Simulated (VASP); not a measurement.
**CdSe: single point with PBEsol**

Crystal: CdSe.

```
Cd Se
1.0
     0.00000    2.84295    2.84295
     2.84295    0.00000    2.84295
     2.84295    2.84295    0.00000
Cd Se
1 1
Direct
  0.00000 0.00000 0.00000
  0.50000 0.50000 0.50000
```

```
Program             : VASP 6.6.1
Task                : single point
Functional          : PBEsol
Potentials or basis : VASP PAW PBE potentials, release 64 (Cd, Se)
Cutoff              : 500 eV
k mesh              : 6 × 6 × 6
Occupations         : fermi-dirac, width 0.02 eV
Spin                : no spin polarisation
```

```yaml
Pressure: -1.6 GPa
Band_gap_on_the_k_mesh: zero (bands 9 and 10 overlap by 0.51 eV)
```

Levels at points of the mesh, in eV from the Fermi level:
```
           k point  band 6  band 7  band 8  band 9  band 10  band 11  band 12  band 13
(0.00, 0.00, 0.00)   -7.92   -0.66   -0.66   -0.66     0.10     8.61     8.61     8.61
(0.50, 0.00, 0.00)   -7.76   -5.13   -0.03   -0.03     2.88     5.18     5.18     6.11
(0.00, 0.50, 0.00)   -7.76   -5.13   -0.03   -0.03     2.88     5.18     5.18     6.11
(0.00, 0.00, 0.50)   -7.76   -5.13   -0.03   -0.03     2.88     5.18     5.18     6.11
(0.50, 0.50, 0.50)   -7.76   -5.13   -0.03   -0.03     2.88     5.18     5.18     6.11
(0.50, 0.50, 0.00)   -7.18   -4.33   -2.19   -2.19    -0.54     5.32     9.84    10.45
(0.00, 0.50, 0.50)   -7.18   -4.33   -2.19   -2.19    -0.54     5.32     9.84    10.45
(0.50, 0.00, 0.50)   -7.18   -4.33   -2.19   -2.19    -0.54     5.32     9.84    10.45
```

Run time: 120 s on 1 thread of Intel Xeon 8259CL (shared host), peak memory 0.23 GiB.

Caveat: semilocal functionals underestimate gaps, so a narrow gap can read as zero; the PAW data sets were made with another functional, which shifts forces and pressure a little.
